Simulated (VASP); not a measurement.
Runs of VASP 6.6.1 on YTl. The structure is that of space group Pm-3m (No. 221), or close to it. The cells are those of the table. 

```tsv
task	cell	gap on the mesh (eV)	pressure (GPa)
single point	a = 3.789, b = 3.789, c = 3.751 Å, 2 atoms	none	-4.0
single point	a = 3.751 Å, angles 91.1°, 2 atoms	none	-2.8
electric field gradients	a = 3.826, b = 3.826, c = 3.751 Å, 2 atoms	none	(a)
electric field gradients	a = 3.751 Å, angles 91.1°, 2 atoms	none	-2.8
single point	a = 3.751 Å, angles 88.8°, 2 atoms	none	-2.8
```

Alike in all rows: level LDA; potentials or basis VASP PAW LDA potentials, release 64 (Y_sv, Tl_d); no spin polarisation; k mesh 11 × 11 × 11; cutoff (eV) 520; smearing fermi-dirac 0.08 eV.

Task: Fill in the values left out.

Result: (a) -4.9.

Caveats: spin-orbit coupling is left out, which moves the levels of the heavy elements; the cell stands under tension (at least some runs).

A k mesh can miss the band edges, and the runs leave out spin-orbit coupling on Tl, Y.

A gap of «none» marks levels without a gap at the run's occupations.
